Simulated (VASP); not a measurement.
Input of a VASP 6.6.1 run:

File INCAR:

```
PREC     = Accurate       # precision mode
ENCUT    = 520            # plane-wave cutoff, eV
EDIFF    = 1E-6           # SCF threshold, eV
ISMEAR   = -1             # smearing method
SIGMA    = 0.05           # smearing width, eV
LREAL    = False          # projectors in reciprocal space
LASPH    = True           # aspherical terms in the spheres
NELM     = 150            # most SCF steps
ALGO     = Normal         # electronic algorithm
ISIF     = 2              # what is computed and relaxed
LWAVE    = False          # write WAVECAR
LCHARG   = False          # write CHGCAR
ISPIN    = 2              # spin polarisation
MAGMOM   = 1 0            # initial moments
LORBIT   = 11             # projections on sites
LMAXMIX  = 4              # l up to which the mixer works
GGA      = RE             # functional
NBANDS   = 18             # bands
```

Contents of KPOINTS:

```
regular mesh
0
Gamma
  9 9 9
```

POSCAR

```
AlNi
1.0
    2.8810000000      0.0000000000      0.0000000000
    0.0000000000      2.8810000000      0.0000000000
    0.0000000000      0.0000000000      2.8810000000
Ni Al
1 1
Direct
    0.5000000000      0.5000000000      0.5000000000
    0.0000000000      0.0000000000      0.0000000000
```

Potentials or basis: VASP PAW PBE potentials, release 64 (Ni, Al).

Command:

```sh
$ cat potpaw_PBE.64/Ni/POTCAR potpaw_PBE.64/Al/POTCAR > POTCAR
$ mpirun -np 1 vasp_std > vasp.out
```

(1) Predict the pressure.

(2) Predict the net moment.

Answers

(1) 4.7 GPa.

(2) 0.00 μB per cell.

Caveat: the PAW data sets were made with another functional, which shifts forces and pressure a little.
